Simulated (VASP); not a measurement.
A run of VASP 6.6.1:

Contents of INCAR:

```
SYSTEM = RbCl
PREC = Accurate ; ENCUT = 500
EDIFF = 1E-6 ; ISMEAR = 0
SIGMA = 0.01 ; LREAL = .False.
LASPH = .True. ; NELM = 120
ALGO = Normal ; ISIF = 2
LWAVE = .False. ; LCHARG = .True.
GGA = PE ; IVDW = 12
LELF = .True. ; LVHAR = .True.
NBANDS = 15 ; GGA_COMPAT = .False.
```

Contents of KPOINTS:

```
Automatic mesh
0
Gamma
  4 4 4
  0 0 0
```

The input POSCAR:

```
RbCl
1.0
    0.0000000000      3.3057264435      3.3057264435
    3.3057264435      0.0000000000      3.3057264435
    3.3057264435      3.3057264435      0.0000000000
Rb Cl
1 1
Direct
    0.0000000000      0.0000000000      0.0000000000
    0.5000000000      0.5000000000      0.5000000000
```

Potentials or basis: VASP PAW PBE potentials, release 64 (Rb_sv, Cl).

Command:

```sh
$ cat potpaw_PBE.64/Rb_sv/POTCAR potpaw_PBE.64/Cl/POTCAR > POTCAR
$ mpirun -np 1 vasp_std > vasp.out
```

Hardware: 1 thread of AMD EPYC 7R13 Processor (Zen 3), on a shared host.

Task: Estimate the wall time of this run.

Result: Run time: 16 s on 1 thread of AMD EPYC 7R13 Processor (Zen 3), on a shared host, peak memory 0.17 GiB. Counts: scf iterations 13, k points 8.
